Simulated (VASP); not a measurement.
Input of a VASP 6.6.1 run:

Contents of INCAR:

```
SYSTEM = Au
PREC     = Accurate       ! precision mode
ENCUT    = 520            ! plane-wave cutoff, eV
EDIFF    = 1E-6           ! SCF threshold, eV
ISMEAR   = -1             ! smearing method
SIGMA    = 0.1            ! smearing width, eV
LREAL    = .FALSE.        ! projectors in reciprocal space
LASPH    = .TRUE.         ! aspherical terms in the spheres
NELM     = 60             ! most SCF steps
ALGO     = Normal         ! electronic algorithm
ISIF     = 2              ! what is computed and relaxed
LWAVE    = .FALSE.        ! write WAVECAR
LCHARG   = .TRUE.         ! write CHGCAR
GGA      = PS             ! functional
LELF     = .TRUE.         ! ELF
LVHAR    = .TRUE.       
NBANDS   = 12             ! bands
```

The input KPOINTS:

```
regular mesh
0
G
  18 18 18
  0 0 0
```

The input POSCAR:

```
Au
1.0
   -1.5358406627      1.5358406627      1.5358406627
    1.5358406627     -1.5358406627      1.5358406627
    1.5358406627      1.5358406627     -1.5358406627
Au
1
Direct
    0.0000000000      0.0000000000      0.0000000000
```

Potentials or basis: VASP PAW PBE potentials, release 64 (Au).

The run is started by

```sh
$ cat potpaw_PBE.64/Au/POTCAR > POTCAR
$ mpirun -np 1 vasp_std > vasp.out
```

Problem. Estimate the pressure.

Solution. 44.4 GPa.

Caveat: the PAW data sets were made with another functional, which shifts forces and pressure a little.
